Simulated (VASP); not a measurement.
# HgTe (F-43m) in VASP: notebook

Runs on HgTe. Level: PBEsol. Tasks: electric field gradients.

Program: VASP 6.6.1. These are calculated values, not measurements. Logs are shortened: lines on timing, memory, paths and dates and some standing lists are left out, and cuts for length are marked.

### 1 The cell of the first run

It takes space group F-43m (No. 216, cubic). Conventional cell: a = 6.404 Å, b = 6.404 Å, c = 6.404 Å, α = 90.00°, β = 90.00°, γ = 90.00°. Within 3.7 Å of Hg (site symmetry -43m) lie 4 Te at 2.77 Å. Within 3.7 Å of Te (site symmetry -43m) lie 4 Hg at 2.77 Å.

### 2 Electric field gradients, PBEsol (volume scaled by 0.98)

File INCAR:

```
SYSTEM = HgTe
PREC     = Accurate       ! precision mode
ENCUT    = 520            ! plane-wave cutoff, eV
EDIFF    = 1E-8           ! SCF threshold, eV
ISMEAR   = -1             ! smearing method
SIGMA    = 0.05           ! smearing width, eV
LREAL    = .FALSE.        ! projectors in reciprocal space
LASPH    = .TRUE.         ! aspherical terms in the spheres
NELM     = 60             ! most SCF steps
ALGO     = Normal         ! electronic algorithm
ISIF     = 2              ! what is computed and relaxed
LWAVE    = .FALSE.        ! write WAVECAR
LCHARG   = .FALSE.        ! write CHGCAR
GGA      = PS             ! functional
LEFG     = .TRUE.       
NBANDS   = 16             ! bands
```

File KPOINTS:

```
regular mesh
0
G
  9 9 9
  0 0 0
```

File POSCAR:

```
HgTe
1.0
    0.0000000000      3.2018651199      3.2018651199
    3.2018651199      0.0000000000      3.2018651199
    3.2018651199      3.2018651199      0.0000000000
Hg Te
1 1
Direct
    0.0000000000      0.0000000000      0.0000000000
    0.7500000000      0.7500000000      0.7500000000
```

Potentials or basis: VASP PAW PBE potentials, release 64 (Hg, Te).

Started as:

```bash
$ cat potpaw_PBE.64/Hg/POTCAR potpaw_PBE.64/Te/POTCAR > POTCAR
$ mpirun -np 1 vasp_std > vasp.out
```

OUTCAR:

```text
SYSTEM = HgTe
   PREC = Accurate
   ENCUT = 520
   EDIFF = 1E-8
   ISMEAR = -1
   LREAL = .FALSE.
   LASPH = .TRUE.
   NELM = 60
   ISIF = 2
   GGA = PS

 ion  position               nearest neighbor table
   1  0.000  0.000  0.000-   2 2.77   2 2.77   2 2.77   2 2.77
   2  0.750  0.750  0.750-   1 2.77   1 2.77   1 2.77   1 2.77

  LATTYP: Found a face centered cubic cell.
 ALAT       =     6.4037302398

  Lattice vectors:

 A1 = (   0.0000000000,   3.2018651199,   3.2018651199)
 A2 = (   3.2018651199,   0.0000000000,   3.2018651199)
 A3 = (   3.2018651199,   3.2018651199,   0.0000000000)

Analysis of symmetry for initial positions (statically):
=====================================================================
 Subroutine PRICEL returns:
 Original cell was already a primitive cell.

 Routine SETGRP: Setting up the symmetry group for a
 face centered cubic supercell.

 Subroutine GETGRP returns: Found 24 space group operations
 (whereof 24 operations were pure point group operations)
 out of a pool of 48 trial point group operations.

The static configuration has the point symmetry T_d .

Analysis of symmetry for dynamics (positions and initial velocities):
=====================================================================
 Subroutine PRICEL returns:
 Original cell was already a primitive cell.

 Routine SETGRP: Setting up the symmetry group for a
 face centered cubic supercell.

 Subroutine GETGRP returns: Found 24 space group operations
 (whereof 24 operations were pure point group operations)
 out of a pool of 48 trial point group operations.

The dynamic configuration has the point symmetry T_d .

 Subroutine INISYM returns: Found 24 space group operations
 (whereof 24 operations are pure point group operations),
 and found     1 'primitive' translations

----------------------------------------------------------------------------------------

                                     Primitive cell

  volume of cell :      65.6507

  direct lattice vectors                    reciprocal lattice vectors
     0.000000000  3.201865120  3.201865120    -0.156158983  0.156158983  0.156158983
     3.201865120  0.000000000  3.201865120     0.156158983 -0.156158983  0.156158983
     3.201865120  3.201865120  0.000000000     0.156158983  0.156158983 -0.156158983

  length of vectors
     4.528121077  4.528121077  4.528121077     0.270475292  0.270475292  0.270475292

  position of ions in fractional coordinates (direct lattice)
     0.000000000  0.000000000  0.000000000
     0.750000000  0.750000000  0.750000000

  ion indices of the primitive-cell ions
   primitive index   ion index
                 1           1
                 2           2

----------------------------------------------------------------------------------------

 KPOINTS: regular mesh

Automatic generation of k-mesh.
 Grid dimensions read from file:
 generate k-points for:    9    9    9

 Generating k-lattice:

  Cartesian coordinates                     Fractional coordinates (reciprocal lattice)
    -0.017350998  0.017350998  0.017350998     0.111111111  0.000000000  0.000000000
     0.017350998 -0.017350998  0.017350998     0.000000000  0.111111111  0.000000000
     0.017350998  0.017350998 -0.017350998     0.000000000  0.000000000  0.111111111

  Length of vectors
     0.030052810  0.030052810  0.030052810

  Shift w.r.t. Gamma in fractional coordinates (k-lattice)
     0.000000000  0.000000000  0.000000000

 Subroutine IBZKPT returns following result:
 ===========================================

 Found     35 irreducible k-points:

 Following reciprocal coordinates:
            Coordinates               Weight
  0.000000  0.000000  0.000000      1.000000
  0.111111  0.000000  0.000000      8.000000
  0.222222  0.000000  0.000000      8.000000
  0.333333  0.000000  0.000000      8.000000
  0.444444  0.000000  0.000000      8.000000
  0.111111  0.111111  0.000000      6.000000
[... 16 lines left out ...]
 -0.333333  0.333333  0.000000     12.000000
  0.444444  0.444444  0.000000      6.000000
 [... further k-points ...]
   k-points           NKPTS =     35   k-points in BZ     NKDIM =     35   number of bands    NBANDS=     16
   number of dos      NEDOS =    301   number of ions     NIONS =      2
   total plane-waves  NPLWV =  46656
   dimension x,y,z NGX =    36 NGY =   36 NGZ =   36
   dimension x,y,z NGXF=    72 NGYF=   72 NGZF=   72
   ions per type =               1   1
   NGX,Y,Z   is equivalent  to a cutoff of  13.22, 13.22, 13.22 a.u.
   NGXF,Y,Z  is equivalent  to a cutoff of  26.43, 26.43, 26.43 a.u.
 SYSTEM =  HgTe
   PREC   = accura    normal or accurate (medium, high low for compatibility)
   ISTART =      0    job   : 0-new  1-cont  2-samecut
   ICHARG =      2    charge: 1-file 2-atom 10-const
   ISPIN  =      1    spin polarized calculation?
   LNONCOLLINEAR =      F non collinear calculations
   LSORBIT =      F    spin-orbit coupling
   LASPH  =      T    aspherical Exc in radial PAW
   ENCUT  =  520.0 eV  38.22 Ry    6.18 a.u.   8.42  8.42  8.42*2*pi/ulx,y,z
   NELM   =     60;   NELMIN=  2; NELMDL= -5     # of ELM steps
   EDIFF  = 0.1E-07   stopping-criterion for ELM
   LREAL  =      F    real-space projection
   EDIFFG = 0.1E-06   stopping-criterion for IOM
   NSW    =      0    number of steps for IOM
   IBRION =     -1    ionic relax: 0-MD 1-quasi-New 2-CG
   NFREE  =      0    steps in history (QN), initial steepest desc. (CG)
   ISIF   =      2    stress and relaxation
   ISYM   =      2    0-nonsym 1-usesym 2-fastsym
   POTIM  = 0.5000    time-step for ionic-motion
   TEBEG  =    0.0;   TEEND  =   0.0 temperature during run
   PSTRESS=    0.0 pullay stress
   NELECT =      18.0000    total number of electrons
   NUPDOWN=      -1.0000    fix difference up-down
   EMIN   =  10.00;   EMAX   =-10.00  energy-range for DOS
   EFERMI =   0.00;   METHOD = LEGACY
   ISMEAR =    -1;   SIGMA  =   0.05  broadening in eV -4-tet -1-fermi 0-gaus
   EFERMI_NEDOS =   21; number of points for ismear=-14 and -15
   IALGO  =     38    algorithm
   IMIX   =      4    mixing-type and parameters
     AMIX     =   0.40;   BMIX     =  1.00
     AMIX_MAG =   1.60;   BMIX_MAG =  1.00
  volume/ion in A,a.u.               =      32.83       221.52
  Fermi-wavevector in a.u.,A,eV,Ry     =   1.063537  2.009794 15.389701  1.131111
  Thomas-Fermi vector in A             =   2.199025
   LORBIT       =      0    0 simple, 1 ext, 2 COOP (PROOUT), +10 PAW based schemes
   GGA     = PS    functional components
   LHFCALC =     F    Hartree Fock is set to
   AEXX    =    0.0000 exact exchange contribution
   IVDW    =     0    specifies the selected vdW correction
   LEPSILON=     F    determine dielectric tensor
   LRPA    =     F    only Hartree local field effects (RPA)
 non-spin polarized calculation
  energy-cutoff  :      520.00
  volume of cell :       65.65
 maximum number of plane-waves:      1807
 NGX is ok and might be reduce to    36
   NGX = 17   NGY = 17   NGZ = 17

 number of electron      17.9999998 magnetization

 Free energy of the ion-electron system (eV)
  ---------------------------------------------------
  ext. energy  EPLUGINS =         0.00000000
  ---------------------------------------------------
  free energy    TOTEN  =        -4.34983983 eV

  energy without entropy =       -4.34939597  energy(sigma->0) =       -4.34961790

 E-fermi :   3.3154     XC(G=0):  -9.0664

 val. band max:        3.2568574313   @ k =   0.0000   0.0000   0.0000
 cond. band min:       3.8518972988   @ k =   0.1111   0.0000   0.0000
 fundamental gap:      0.5950398674
 Fermi energy:         3.3154114818

 k-point     1 :       0.0000    0.0000    0.0000
  band No.  band energies     occupation
      1      -8.9764      2.00000
      2      -4.2611      2.00000
      3      -4.2611      2.00000
      4      -4.2611      2.00000
      5      -3.6903      2.00000
      6      -3.6903      2.00000
[... 8 lines left out ...]
     15      12.8354      0.00000
     16      12.8354      0.00000

 k-point     2 :       0.1111    0.0000    0.0000
  band No.  band energies     occupation
      1      -8.9108      2.00000
      2      -4.2426      2.00000
      3      -4.2426      2.00000
      4      -4.2409      2.00000
      5      -3.6924      2.00000
      6      -3.6924      2.00000
[... 8 lines left out ...]
     15      12.0134      0.00000
     16      12.0134      0.00000
[... 387 lines left out ...]
      5      -3.6827      2.00000
      6      -3.2405      2.00000
[... 8 lines left out ...]
     15      12.2702      0.00000
     16      14.9961      0.00000

 k-point    24 :       0.4444    0.4444    0.0000
  band No.  band energies     occupation
      1      -8.1740      2.00000
      2      -4.0994      2.00000
      3      -3.9065      2.00000
      4      -3.9065      2.00000
      5      -3.6249      2.00000
      6      -3.3333      2.00000
[... 8 lines left out ...]
     15      13.5162      0.00000
     16      15.0666      0.00000

 [... further k-points ...]
[... 5 lines left out ...]
  --------------------------------------------------------------------------------------
  -------------------------------------------------------------------------------------
  Total        1.0235891      1.0235891      1.0235891      0.0000000      0.0000000      0.0000000
  in kB       24.9802703     24.9802703     24.9802703      0.0000000      0.0000000      0.0000000
  external PRESSURE =      24.9802703 kB  Pullay stress =       0.0000000 kB

 VOLUME and BASIS-vectors are now :
 -----------------------------------------------------------------------------
  energy-cutoff  :      520.00
  volume of cell :       65.65
      direct lattice vectors                 reciprocal lattice vectors
     0.000000000  3.201865120  3.201865120    -0.156158983  0.156158983  0.156158983
     3.201865120  0.000000000  3.201865120     0.156158983 -0.156158983  0.156158983
     3.201865120  3.201865120  0.000000000     0.156158983  0.156158983 -0.156158983

 POSITION                                       TOTAL-FORCE (eV/Angst)
 -----------------------------------------------------------------------------------
      0.00000      0.00000      0.00000         0.000000      0.000000      0.000000
      4.80280      4.80280      4.80280        -0.000000     -0.000000     -0.000000
 -----------------------------------------------------------------------------------
    total drift:                               -0.000000     -0.000000      0.000000

  FREE ENERGIE OF THE ION-ELECTRON SYSTEM (eV)
  ---------------------------------------------------
  free  energy   TOTEN  =        -4.3498398347 eV

  energy  without entropy=       -4.3493959748  energy(sigma->0) =       -4.34961790

 Electric field gradients (V/A^2)
---------------------------------------------------------------------
 ion       V_xx      V_yy      V_zz      V_xy      V_xz      V_yz
---------------------------------------------------------------------
   1       0.000     0.000     0.000    -0.001    -0.001    -0.001
   2      -0.000     0.000     0.000    -0.000    -0.000    -0.000
---------------------------------------------------------------------

 Electric field gradients after diagonalization (V/A^2)
 (convention: |V_zz| > |V_xx| > |V_yy|)
----------------------------------------------------------------------
 ion       V_xx      V_yy      V_zz     asymmetry (V_yy - V_xx)/ V_zz
----------------------------------------------------------------------
   1       0.001     0.001    -0.001       0.000
   2       0.000     0.000    -0.000       0.000
----------------------------------------------------------------------

           NMR quadrupolar parameters

 Cq : quadrupolar parameter    Cq=e*Q*V_zz/h
 eta: asymmetry parameters     (V_yy - V_xx)/ V_zz
 Q  : nuclear electric quadrupole moment in mb (millibarn)
----------------------------------------------------------------------
 ion       Cq(MHz)       eta       Q (mb)
----------------------------------------------------------------------
   1      -0.000       0.000       1.000
   2      -0.000       0.000       1.000
----------------------------------------------------------------------
```

It took 18 s on 1 thread of Intel Xeon 6975P-C (Granite Rapids), shared host; peak memory 0.21 GiB.

What came out:

| Item | Value |
| --- | --- |
| Free energy | -4.3498 eV |
| Pressure | 2.5 GPa |
| Band gap on the k mesh | zero (filled and empty bands touch) |

Levels at points of the mesh, in eV from the Fermi level:
```csv
k point,band 7,band 8,band 9,band 10,band 11,band 12
"(0.00, 0.00, 0.00)",-0.80,-0.06,-0.06,-0.06,4.07,4.07
```

Caveat: without QUAD_EFG the Cq values of the log hold for a quadrupole moment of 1 mb, not for the nuclei; the PAW data sets were made with another functional, which shifts forces and pressure a little; spin-orbit coupling is left out, which moves the levels of the heavy elements.

### 3 Electric field gradients, PBEsol (volume scaled by 0.99)

File INCAR:

```
PREC = Accurate
ENCUT = 520
EDIFF = 1E-8
ISMEAR = -1
SIGMA = 0.05
LREAL = False
LASPH = True
NELM = 80
ALGO = Normal
ISIF = 2
LWAVE = False
LCHARG = False
GGA = PS
LEFG = True
NBANDS = 16
```

File KPOINTS:

```
regular mesh
0
Gamma
  9 9 9
```

File POSCAR:

```
HgTe
1.0
    0.0000000000      3.2127189830      3.2127189830
    3.2127189830      0.0000000000      3.2127189830
    3.2127189830      3.2127189830      0.0000000000
Hg Te
1 1
Direct
    0.0000000000      0.0000000000      0.0000000000
    0.7500000000      0.7500000000      0.7500000000
```

Potentials or basis: VASP PAW PBE potentials, release 64 (Hg, Te).

Started as:

```bash
$ cat potpaw_PBE.64/Hg/POTCAR potpaw_PBE.64/Te/POTCAR > POTCAR
$ mpirun -np 1 vasp_std > vasp.out
```

OUTCAR:

```text
PREC = Accurate
   ENCUT = 520
   EDIFF = 1E-8
   ISMEAR = -1
   LREAL = False
   LASPH = True
   NELM = 80
   ISIF = 2
   GGA = PS

 ion  position               nearest neighbor table
   1  0.000  0.000  0.000-   2 2.78   2 2.78   2 2.78   2 2.78
   2  0.750  0.750  0.750-   1 2.78   1 2.78   1 2.78   1 2.78

  LATTYP: Found a face centered cubic cell.
 ALAT       =     6.4254379660

  Lattice vectors:

 A1 = (   0.0000000000,   3.2127189830,   3.2127189830)
 A2 = (   3.2127189830,   0.0000000000,   3.2127189830)
[... 667 lines left out ...]
  FREE ENERGIE OF THE ION-ELECTRON SYSTEM (eV)
  ---------------------------------------------------
  free  energy   TOTEN  =        -4.3592831755 eV

  energy  without entropy=       -4.3588326059  energy(sigma->0) =       -4.35905789

 Electric field gradients (V/A^2)
---------------------------------------------------------------------
 ion       V_xx      V_yy      V_zz      V_xy      V_xz      V_yz
---------------------------------------------------------------------
   1      -0.000    -0.000    -0.000    -0.000    -0.000    -0.000
   2      -0.000     0.000    -0.000    -0.000    -0.000    -0.000
---------------------------------------------------------------------

 Electric field gradients after diagonalization (V/A^2)
 (convention: |V_zz| > |V_xx| > |V_yy|)
----------------------------------------------------------------------
 ion       V_xx      V_yy      V_zz     asymmetry (V_yy - V_xx)/ V_zz
----------------------------------------------------------------------
   1       0.000     0.000    -0.001       0.000
   2       0.000     0.000    -0.000       0.000
----------------------------------------------------------------------

           NMR quadrupolar parameters

 Cq : quadrupolar parameter    Cq=e*Q*V_zz/h
 eta: asymmetry parameters     (V_yy - V_xx)/ V_zz
 Q  : nuclear electric quadrupole moment in mb (millibarn)
----------------------------------------------------------------------
 ion       Cq(MHz)       eta       Q (mb)
----------------------------------------------------------------------
   1      -0.000       0.000       1.000
   2      -0.000       0.000       1.000
----------------------------------------------------------------------
```

stdout:

```text
POSCAR found type information on POSCAR HgTe
 POSCAR found :  2 types and       2 ions
 scaLAPACK will be used
 -----------------------------------------------------------------------------
|                                                                             |
|                                                                             |
|     You enforced a specific xc type in the INCAR file but a different       |
|     I HOPE YOU KNOW WHAT YOU ARE DOING!                                     |
|                                                                             |
 -----------------------------------------------------------------------------

 LDA part: xc-table for (Slater+PW92), standard interpolation
 POSCAR, INCAR and KPOINTS ok, starting setup
 FFT: planning ... GRIDC
 FFT: planning ... GRID_SOFT
 FFT: planning ... GRID
 WAVECAR not read
 entering main loop
ion   1

ion   2
```

Wall time 37 s (1 thread of Intel Xeon Platinum 8375C at 2.90GHz (Ice Lake), shared host); peak memory 0.22 GiB.

Results:

```yaml
Free_energy: -4.3593 eV
Pressure: 2.0 GPa
Band_gap_on_the_k_mesh: zero (filled and empty bands touch)
```

Levels at points of the mesh, in eV from the Fermi level:
| k point | band 6 | band 7 | band 8 | band 9 | band 10 | band 11 | band 12 | band 13 |
| --- | --- | --- | --- | --- | --- | --- | --- | --- |
| (0.00, 0.00, 0.00) | -6.96 | -0.82 | -0.06 | -0.06 | -0.06 | 4.09 | 4.09 | 4.09 |

Caveat: without QUAD_EFG the Cq values of the log hold for a quadrupole moment of 1 mb, not for the nuclei; the PAW data sets were made with another functional, which shifts forces and pressure a little; spin-orbit coupling is left out, which moves the levels of the heavy elements.
